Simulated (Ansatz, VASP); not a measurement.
**Two plane-wave programs on BaTiO3**

```xyz
5
Lattice="3.9998 0.0000 0.0000 0.0000 3.9998 0.0000 0.0000 0.0000 4.0180" Properties=species:S:1:pos:R:3 pbc="T T T"
Ba    0.0000    0.0000    0.0000
Ti    1.9999    1.9999    1.9688
O     1.9999    1.9999    0.0763
O     1.9999    0.0000    2.0773
O     0.0000    1.9999    2.0773
```

Alike in both runs: task single point; functional PBE; dispersion D3(BJ); k mesh 6 × 6 × 6; no spin polarisation.

|  | VASP | Ansatz |
| --- | --- | --- |
| version | VASP 6.6.1 | Ansatz 0.2.0 |
| potentials or method | VASP PAW PBE potentials, release 64 (Ba_sv, Ti_sv, O) | plane waves, PAW |
| plane-wave cutoff (eV) | 520 | 420 |
| occupations | gaussian, width 0.01 eV | fixed |
| valence electrons in the cell | 40 | 40 |

|  | VASP | Ansatz | Ansatz less VASP |
| --- | --- | --- | --- |
| gap on the k mesh at the Fermi level (eV) | 1.77 | 1.84 | +0.065 |

Spin-orbit coupling is off throughout.
